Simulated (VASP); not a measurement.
# Si (P6_3/mmc) in VASP: further runs

Si is run at these levels: LDA; tasks: single point.

Program: VASP 6.6.1. These are calculated values, not measurements. Logs are shortened: lines on timing, memory, paths and dates and some standing lists are left out, and cuts for length are marked.

### 1 The cell of the first run

It takes space group P6_3/mmc (No. 194, hexagonal). Conventional cell: a = 3.766 Å, b = 3.766 Å, c = 6.225 Å, α = 90.00°, β = 90.00°, γ = 120.00°. Si (site symmetry 3m) has 4 Si at 2.31 to 2.33 Å within 3.1 Å.

### 2 Single point, LDA

Contents of INCAR:

```
SYSTEM = Si
PREC = Accurate
ENCUT = 520
EDIFF = 1E-6
ISMEAR = -1
SIGMA = 0.1
LREAL = .False.
LASPH = .True.
NELM = 80
ALGO = Normal
ISIF = 2
LWAVE = .False.
LCHARG = .False.
NBANDS = 16
```

Contents of KPOINTS:

```
Automatic mesh
0
Gamma
  7 7 4
  0 0 0
```

Contents of POSCAR:

```
Si
1.0
    3.7663668763      0.0000000000      0.0000000000
   -1.8831839297      3.2617695404      0.0000000000
    0.0000000000      0.0000000000      6.2252686846
Si
4
Direct
    0.3333333333      0.6666666667      0.0630090000
    0.6666666667      0.3333333333      0.5630100000
    0.3333333333      0.6666666667      0.4369910000
    0.6666666667      0.3333333333      0.9369900000
```

Potentials or basis: VASP PAW LDA potentials, release 64 (Si).

On the command line:

```console
cat potpaw_LDA.64/Si/POTCAR > POTCAR
mpirun -np 1 vasp_std > vasp.out
```

OUTCAR:

```text
SYSTEM = Si
   PREC = Accurate
   ENCUT = 520
   EDIFF = 1E-6
   ISMEAR = -1
   LREAL = .False.
   LASPH = .True.
   NELM = 80
   ISIF = 2

 ion  position               nearest neighbor table
   1  0.333  0.667  0.063-   4 2.31   4 2.31   4 2.31   3 2.33
   2  0.667  0.333  0.563-   3 2.31   3 2.31   3 2.31   4 2.33
   3  0.333  0.667  0.437-   2 2.31   2 2.31   2 2.31   1 2.33
   4  0.667  0.333  0.937-   1 2.31   1 2.31   1 2.31   2 2.33

  LATTYP: Found a hexagonal cell.
 ALAT       =     3.7663668763
 C/A-ratio  =     1.6528577510

  Lattice vectors:

 A1 = (   3.7663668763,   0.0000000000,   0.0000000000)
 A2 = (  -1.8831839297,   3.2617695404,   0.0000000000)
 A3 = (   0.0000000000,   0.0000000000,   6.2252686846)

Analysis of symmetry for initial positions (statically):
=====================================================================
 Subroutine PRICEL returns:
 Original cell was already a primitive cell.

 Routine SETGRP: Setting up the symmetry group for a
 hexagonal supercell.

 Subroutine GETGRP returns: Found 24 space group operations
 (whereof 12 operations were pure point group operations)
 out of a pool of 24 trial point group operations.

The static configuration has the point symmetry D_3d.
 The point group associated with its full space group is D_6h.

Analysis of symmetry for dynamics (positions and initial velocities):
=====================================================================
 Subroutine PRICEL returns:
 Original cell was already a primitive cell.

 Routine SETGRP: Setting up the symmetry group for a
 hexagonal supercell.

 Subroutine GETGRP returns: Found 24 space group operations
 (whereof 12 operations were pure point group operations)
 out of a pool of 24 trial point group operations.

The dynamic configuration has the point symmetry D_3d.
 The point group associated with its full space group is D_6h.

 Subroutine INISYM returns: Found 24 space group operations
 (whereof 12 operations are pure point group operations),
 and found     1 'primitive' translations

----------------------------------------------------------------------------------------

                                     Primitive cell

  volume of cell :      76.4776

  direct lattice vectors                    reciprocal lattice vectors
     3.766366876  0.000000000  0.000000000     0.265507858  0.153291066  0.000000000
    -1.883183930  3.261769540  0.000000000     0.000000000  0.306582052  0.000000000
     0.000000000  0.000000000  6.225268685     0.000000000  0.000000000  0.160635637

  length of vectors
     3.766366876  3.766367248  6.225268685     0.306582083  0.306582052  0.160635637

  position of ions in fractional coordinates (direct lattice)
     0.333333333  0.666666667  0.063009000
     0.666666667  0.333333333  0.563010000
     0.333333333  0.666666667  0.436991000
     0.666666667  0.333333333  0.936990000

  ion indices of the primitive-cell ions
   primitive index   ion index
                 1           1
                 2           2
                 3           3
                 4           4

----------------------------------------------------------------------------------------

 KPOINTS: Automatic mesh

Automatic generation of k-mesh.
 Grid dimensions read from file:
 generate k-points for:    7    7    4

 Generating k-lattice:

  Cartesian coordinates                     Fractional coordinates (reciprocal lattice)
     0.037929694  0.021898724  0.000000000     0.142857143 -0.000000000  0.000000000
     0.000000000  0.043797436  0.000000000     0.000000000  0.142857143  0.000000000
     0.000000000  0.000000000  0.040158909     0.000000000  0.000000000  0.250000000

  Length of vectors
     0.043797440  0.043797436  0.040158909

  Shift w.r.t. Gamma in fractional coordinates (k-lattice)
     0.000000000  0.000000000  0.000000000

 Subroutine IBZKPT returns following result:
 ===========================================

 Found     24 irreducible k-points:

 Following reciprocal coordinates:
            Coordinates               Weight
  0.000000  0.000000  0.000000      1.000000
  0.142857 -0.000000  0.000000      6.000000
  0.285714 -0.000000  0.000000      6.000000
  0.428571  0.000000  0.000000      6.000000
  0.142857  0.142857  0.000000      6.000000
  0.285714  0.142857  0.000000     12.000000
[... 16 lines left out ...]
  0.428571  0.142857  0.500000      6.000000
  0.285714  0.285714  0.500000      6.000000
   k-points           NKPTS =     24   k-points in BZ     NKDIM =     24   number of bands    NBANDS=     16
   number of dos      NEDOS =    301   number of ions     NIONS =      4
   total plane-waves  NPLWV =  37632
   dimension x,y,z NGX =    28 NGY =   28 NGZ =   48
   dimension x,y,z NGXF=    56 NGYF=   56 NGZF=   96
   ions per type =               4
   NGX,Y,Z   is equivalent  to a cutoff of  12.36, 12.36, 12.82 a.u.
   NGXF,Y,Z  is equivalent  to a cutoff of  24.72, 24.72, 25.64 a.u.
 SYSTEM =  Si
   PREC   = accura    normal or accurate (medium, high low for compatibility)
   ISTART =      0    job   : 0-new  1-cont  2-samecut
   ICHARG =      2    charge: 1-file 2-atom 10-const
   ISPIN  =      1    spin polarized calculation?
   LNONCOLLINEAR =      F non collinear calculations
   LSORBIT =      F    spin-orbit coupling
   LASPH  =      T    aspherical Exc in radial PAW
   ENCUT  =  520.0 eV  38.22 Ry    6.18 a.u.   7.00  7.00 11.57*2*pi/ulx,y,z
   NELM   =     80;   NELMIN=  2; NELMDL= -5     # of ELM steps
   EDIFF  = 0.1E-05   stopping-criterion for ELM
   LREAL  =      F    real-space projection
   EDIFFG = 0.1E-04   stopping-criterion for IOM
   NSW    =      0    number of steps for IOM
   IBRION =     -1    ionic relax: 0-MD 1-quasi-New 2-CG
   NFREE  =      0    steps in history (QN), initial steepest desc. (CG)
   ISIF   =      2    stress and relaxation
   ISYM   =      2    0-nonsym 1-usesym 2-fastsym
   POTIM  = 0.5000    time-step for ionic-motion
   TEBEG  =    0.0;   TEEND  =   0.0 temperature during run
   PSTRESS=    0.0 pullay stress
   NELECT =      16.0000    total number of electrons
   NUPDOWN=      -1.0000    fix difference up-down
   EMIN   =  10.00;   EMAX   =-10.00  energy-range for DOS
   EFERMI =   0.00;   METHOD = LEGACY
   ISMEAR =    -1;   SIGMA  =   0.10  broadening in eV -4-tet -1-fermi 0-gaus
   EFERMI_NEDOS =   21; number of points for ismear=-14 and -15
   IALGO  =     38    algorithm
   IMIX   =      4    mixing-type and parameters
     AMIX     =   0.40;   BMIX     =  1.00
     AMIX_MAG =   1.60;   BMIX_MAG =  1.00
  volume/ion in A,a.u.               =      19.12       129.02
  Fermi-wavevector in a.u.,A,eV,Ry     =   0.971860  1.836548 12.850851  0.944511
  Thomas-Fermi vector in A             =   2.102111
   LORBIT       =      0    0 simple, 1 ext, 2 COOP (PROOUT), +10 PAW based schemes
   GGA     = CA    functional components
   LHFCALC =     F    Hartree Fock is set to
   AEXX    =    0.0000 exact exchange contribution
   IVDW    =     0    specifies the selected vdW correction
   LEPSILON=     F    determine dielectric tensor
   LRPA    =     F    only Hartree local field effects (RPA)
 non-spin polarized calculation
  energy-cutoff  :      520.00
  volume of cell :       76.48
 maximum number of plane-waves:      2078
 NGX is ok and might be reduce to    28
   NGX = 13   NGY = 13   NGZ = 23

 number of electron      15.9999999 magnetization

 Free energy of the ion-electron system (eV)
  ---------------------------------------------------
  ext. energy  EPLUGINS =         0.00000000
  ---------------------------------------------------
  free energy    TOTEN  =       -23.76983892 eV

  energy without entropy =      -23.76414561  energy(sigma->0) =      -23.76699227

 E-fermi :   6.5787     XC(G=0):  -9.7761

 val. band max:        6.5273630852   @ k =   0.0000   0.0000   0.0000
 cond. band min:       6.7981494533   @ k =   0.4286   0.0000   0.0000
 fundamental gap:      0.2707863681
 Fermi energy:         6.5787170965

 k-point     1 :       0.0000    0.0000    0.0000
  band No.  band energies     occupation
      1      -6.0443      2.00000
      2      -3.6247      2.00000
      3      -0.9833      2.00000
      4       4.9336      2.00000
      5       4.9336      2.00000
      6       6.1451      1.97416
[... 8 lines left out ...]
     15      10.7058      0.00000
     16      12.3862      0.00000

 k-point     2 :       0.1429   -0.0000    0.0000
  band No.  band energies     occupation
      1      -5.7970      2.00000
      2      -3.3735      2.00000
      3      -0.8438      2.00000
      4       3.3278      2.00000
      5       4.4746      2.00000
      6       5.0486      2.00000
[... 8 lines left out ...]
     15      11.5994      0.00000
     16      12.1195      0.00000

 k-point     3 :       0.2857   -0.0000    0.0000
  band No.  band energies     occupation
      1      -5.0766      2.00000
      2      -2.6378      2.00000
      3      -0.7714      2.00000
      4       1.5271      2.00000
      5       2.7664      2.00000
      6       3.7777      2.00000
[... 8 lines left out ...]
     15      12.9103      0.00000
     16      13.2204      0.00000

 k-point     4 :       0.4286    0.0000    0.0000
  band No.  band energies     occupation
      1      -4.0372      2.00000
      2      -1.8058      2.00000
      3      -1.5556      2.00000
      4       0.8318      2.00000
      5       1.4636      2.00000
      6       3.3688      2.00000
[... 8 lines left out ...]
     15      13.0837      0.00000
     16      14.4984      0.00000

 k-point     5 :       0.1429    0.1429    0.0000
  band No.  band energies     occupation
      1      -5.3115      2.00000
      2      -2.8785      2.00000
      3      -0.7022      2.00000
      4       2.0719      2.00000
      5       3.3701      2.00000
      6       3.5376      2.00000
[... 8 lines left out ...]
     15      11.3572      0.00000
     16      12.5652      0.00000

 k-point     6 :       0.2857    0.1429    0.0000
  band No.  band energies     occupation
      1      -4.3961      2.00000
      2      -1.9353      2.00000
      3      -1.2312      2.00000
      4       1.4661      2.00000
      5       1.6678      2.00000
      6       2.4846      2.00000
[... 8 lines left out ...]
     15      13.1187      0.00000
     16      13.5486      0.00000
[... 267 lines left out ...]
 k-point    21 :       0.1429    0.1429    0.5000
  band No.  band energies     occupation
      1      -4.4950      2.00000
      2      -4.4948      2.00000
      3       1.6258      2.00000
      4       1.6260      2.00000
      5       3.5530      2.00000
      6       3.5531      2.00000
[... 8 lines left out ...]
     15      12.2627      0.00000
     16      12.2628      0.00000

 k-point    22 :       0.2857    0.1429    0.5000
  band No.  band energies     occupation
      1      -3.6038      2.00000
      2      -3.6036      2.00000
      3       0.1207      2.00000
      4       0.1208      2.00000
      5       3.1175      2.00000
      6       3.1176      2.00000
[... 8 lines left out ...]
     15      12.6572      0.00000
     16      12.6573      0.00000

 k-point    23 :       0.4286    0.1429    0.5000
  band No.  band energies     occupation
      1      -2.8460      2.00000
      2      -2.8458      2.00000
      3      -0.9476      2.00000
      4      -0.9475      2.00000
      5       2.8180      2.00000
      6       2.8181      2.00000
[... 8 lines left out ...]
     15      14.9248      0.00000
     16      14.9249      0.00000

 k-point    24 :       0.2857    0.2857    0.5000
  band No.  band energies     occupation
      1      -2.7039      2.00000
      2      -2.7037      2.00000
      3      -0.8190      2.00000
      4      -0.8189      2.00000
      5       1.9811      2.00000
      6       1.9812      2.00000
[... 8 lines left out ...]
     15      12.3820      0.00000
     16      12.3820      0.00000

------------------------ aborting loop because EDIFF is reached ----------------------------------------

  FORCE on cell =-STRESS in cart. coord.  units (eV):
  Direction    XX          YY          ZZ          XY          YZ          ZX
  --------------------------------------------------------------------------------------
  -------------------------------------------------------------------------------------
  Total        1.4611680      1.4611681      1.4361876     -0.0000002     -0.0000000      0.0000000
  in kB       30.6109450     30.6109477     30.0876145     -0.0000046     -0.0000000      0.0000000
  external PRESSURE =      30.4365024 kB  Pullay stress =       0.0000000 kB

 VOLUME and BASIS-vectors are now :
 -----------------------------------------------------------------------------
  energy-cutoff  :      520.00
  volume of cell :       76.48
      direct lattice vectors                 reciprocal lattice vectors
     3.766366876  0.000000000  0.000000000     0.265507858  0.153291066  0.000000000
    -1.883183930  3.261769540  0.000000000     0.000000000  0.306582052  0.000000000
     0.000000000  0.000000000  6.225268685     0.000000000  0.000000000  0.160635637

 POSITION                                       TOTAL-FORCE (eV/Angst)
 -----------------------------------------------------------------------------------
     -0.00000      2.17451      0.39225         0.000000     -0.000000      0.010143
      1.88318      1.08726      3.50489        -0.000000      0.000000      0.010143
     -0.00000      2.17451      2.72039         0.000000     -0.000000     -0.010143
      1.88318      1.08726      5.83301        -0.000000      0.000000     -0.010143
 -----------------------------------------------------------------------------------
    total drift:                               -0.000000      0.000000     -0.000347

  FREE ENERGIE OF THE ION-ELECTRON SYSTEM (eV)
  ---------------------------------------------------
  free  energy   TOTEN  =       -23.7698389227 eV

  energy  without entropy=      -23.7641456094  energy(sigma->0) =      -23.76699227
```

Run time: 11 s. Hardware: 1 thread of Intel Xeon 6975P-C, shared host; peak memory 0.16 GiB.

What came out:

- Free energy: -23.7698 eV
- Pressure: 3.0 GPa
- Largest force: 0.010 eV/Å
- Band gap on the k mesh: 0.27 eV, indirect (least direct gap 1.06 eV)

Forces on the atoms (eV/Å):
```
Si   0.000  0.000  0.010
Si   0.000  0.000  0.010
Si   0.000  0.000 -0.010
Si   0.000  0.000 -0.010
```

Levels at points of the mesh, in eV from the valence-band top:
```
           k point  band 6  band 7  band 8  band 9  band 10  band 11
(0.00, 0.00, 0.00)   -0.38    0.00    0.00    1.06     1.93     1.93
(0.00, 0.00, 0.50)   -0.98   -0.98   -0.98    1.85     1.85     2.93
```

### 3 Single point, LDA

This run uses another cell than the first one, of 19.72 Å³/atom, 1.032 times its volume.

Contents of INCAR:

```
SYSTEM = Si
ALGO     = Normal         ! electronic algorithm
EDIFF    = 1E-6           ! SCF threshold, eV
ENCUT    = 520            ! plane-wave cutoff, eV
GGA      = CA             ! functional
ISIF     = 2              ! what is computed and relaxed
ISMEAR   = -1             ! smearing method
LASPH    = .TRUE.         ! aspherical terms in the spheres
LCHARG   = .TRUE.         ! write CHGCAR
LELF     = .TRUE.         ! ELF
LREAL    = .FALSE.        ! projectors in reciprocal space
LVHAR    = .TRUE.       
LWAVE    = .FALSE.        ! write WAVECAR
NBANDS   = 16             ! bands
NELM     = 100            ! most SCF steps
PREC     = Accurate       ! precision mode
SIGMA    = 0.1            ! smearing width, eV
```

Contents of KPOINTS:

```
k-points
0
G
  7 7 4
  0 0 0
```

Contents of POSCAR:

```
Si
1.0
    3.8056026883      0.0000000000      0.0000000000
   -1.9028018408      3.2957487518      0.0000000000
    0.0000000000      0.0000000000      6.2901199006
Si
4
Direct
    0.3333333333      0.6666666667      0.0630090000
    0.6666666667      0.3333333333      0.5630100000
    0.3333333333      0.6666666667      0.4369910000
    0.6666666667      0.3333333333      0.9369900000
```

Potentials or basis: VASP PAW LDA potentials, release 64 (Si).

On the command line:

```console
cat potpaw_LDA.64/Si/POTCAR > POTCAR
mpirun -np 1 vasp_std > vasp.out
```

It took 12 s on 1 thread of Intel Xeon 6975P-C, shared host; peak memory 0.16 GiB.

It converged, with:

```yaml
Free_energy: -23.7912 eV
Pressure: -0.1 GPa
Largest_force: 0.004 eV/Å
Band_gap_on_the_k_mesh: 0.34 eV, indirect (least direct gap 0.98 eV)
```

Forces in eV/Å, atoms in the order of the input:
```
Si   0.000  0.000 -0.004
Si   0.000  0.000 -0.004
Si   0.000  0.000  0.004
Si   0.000  0.000  0.004
```

Levels at points of the mesh, in eV from the valence-band top:
```tsv
k point	band 4	band 5	band 6	band 7	band 8	band 9	band 10	band 11	band 12	band 13
(0.00, 0.00, 0.00)	-1.54	-1.54	-0.36	0.00	0.00	0.98	1.95	1.95	2.31	3.58
(0.00, 0.00, 0.50)	-4.30	-0.94	-0.94	-0.94	-0.94	1.77	1.77	2.93	2.93	2.93
```

(Part 1 of 2 ends here.)
